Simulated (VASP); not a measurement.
Input of a VASP 6.6.1 run:

INCAR

```
PREC = Accurate ; ENCUT = 520
EDIFF = 1E-6 ; ISMEAR = 0
SIGMA = 0.15 ; LREAL = False
LASPH = True ; NELM = 150
ALGO = Normal ; ISIF = 2
LWAVE = False ; LCHARG = False
ISPIN = 2 ; MAGMOM = 0.35 0.35
LORBIT = 11 ; NUPDOWN = 0.7
LMAXMIX = 4 ; GGA = CA
NBANDS = 21
```

KPOINTS

```
Automatic mesh
0
Gamma
  21 21 10
```

File POSCAR:

```
Pt
1.0
    2.8619386323      0.0000000000      0.0000000000
   -1.4309693161      2.4785115596      0.0000000000
    0.0000000000      0.0000000000      4.9418131020
Pt
2
Direct
    0.6666666667      0.3333333333      0.7500000000
    0.3333333333      0.6666666667      0.2500000000
```

Potentials or basis: VASP PAW LDA potentials, release 64 (Pt).

Command:

```console
$ cat potpaw_LDA.64/Pt/POTCAR > POTCAR
$ mpirun -np 1 vasp_std > vasp.out
```

Task: What does it give for the pressure?

Result: -31.0 GPa.

Stress tensor (GPa, compression positive):
```
-31.64   0.00   0.00
  0.00 -31.64   0.00
  0.00   0.00 -29.85
```

Caveat: the total moment is fixed, so each spin has its own Fermi level.
